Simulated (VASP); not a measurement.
A run of VASP 6.6.1 is set up as follows.

The input INCAR:

```
PREC     = Accurate       # precision mode
ENCUT    = 520            # plane-wave cutoff, eV
EDIFF    = 1E-7           # SCF threshold, eV
ISMEAR   = -1             # smearing method
SIGMA    = 0.03           # smearing width, eV
LREAL    = F              # projectors in reciprocal space
LASPH    = T              # aspherical terms in the spheres
NELM     = 100            # most SCF steps
ALGO     = Normal         # electronic algorithm
ISIF     = 2              # what is computed and relaxed
LWAVE    = F              # write WAVECAR
LCHARG   = F              # write CHGCAR
GGA      = PS             # functional
NBANDS   = 12             # bands
```

The input KPOINTS:

```
Automatic mesh
0
Gamma
  18 18 18
```

POSCAR

```
Tc
1.0
    0.0000000000      1.9110000000      1.9500000000
    1.9110000000      0.0000000000      1.9500000000
    1.9110000000      1.9110000000      0.0000000000
Tc
1
Direct
    0.0000000000      0.0000000000      0.0000000000
```

Potentials or basis: VASP PAW PBE potentials, release 64 (Tc_pv).

Run with:

```console
$ cat potpaw_PBE.64/Tc_pv/POTCAR > POTCAR
$ mpirun -np 1 vasp_std > vasp.out
```

**Question.** What does it give for the pressure?

**Answer.** -4.4 GPa.

Stress tensor (GPa, compression positive):
```
-2.84  0.00  0.00
 0.00 -2.84  0.00
 0.00  0.00 -7.55
```

Caveat: the cell differs from its parent crystal (equal xx and yy strain of -2 %); the PAW data sets were made with another functional, which shifts forces and pressure a little.
